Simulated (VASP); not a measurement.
Here is a VASP 6.6.1 calculation.

Contents of INCAR:

```
  PREC = Accurate
  ENCUT = 520
  EDIFF = 1E-6
  ISMEAR = 0
  SIGMA = 0.012
  LREAL = F
  LASPH = T
  NELM = 100
  ALGO = Normal
  ISIF = 2
  LWAVE = F
  LCHARG = F
  GGA = PE
  NBANDS = 14
```

KPOINTS

```
Automatic mesh
0
Gamma
  8 8 8
```

The input POSCAR:

```
NaCl
1.0
    3.5021900000      0.0000000000      0.0000000000
    0.0000000000      3.5021900000      0.0000000000
    0.0000000000      0.0000000000      3.5021900000
Cl Na
1 1
Direct
    0.5000000000      0.5000000000      0.5000000000
    0.0000000000      0.0000000000      0.0000000000
```

Potentials or basis: VASP PAW PBE potentials, release 64 (Cl, Na_pv).

Launch:

```sh
$ cat potpaw_PBE.64/Cl/POTCAR potpaw_PBE.64/Na_pv/POTCAR > POTCAR
$ mpirun -np 1 vasp_std > vasp.out
```

Q: Predict the band gap on the k mesh.

A: 3.98 eV, indirect (least direct gap 4.47 eV).

Q: Predict the pressure.

A: 0.1 GPa.

A k mesh can miss the band edges. Expect the measured gap to be larger: semilocal functionals such as PBE lack the derivative discontinuity.
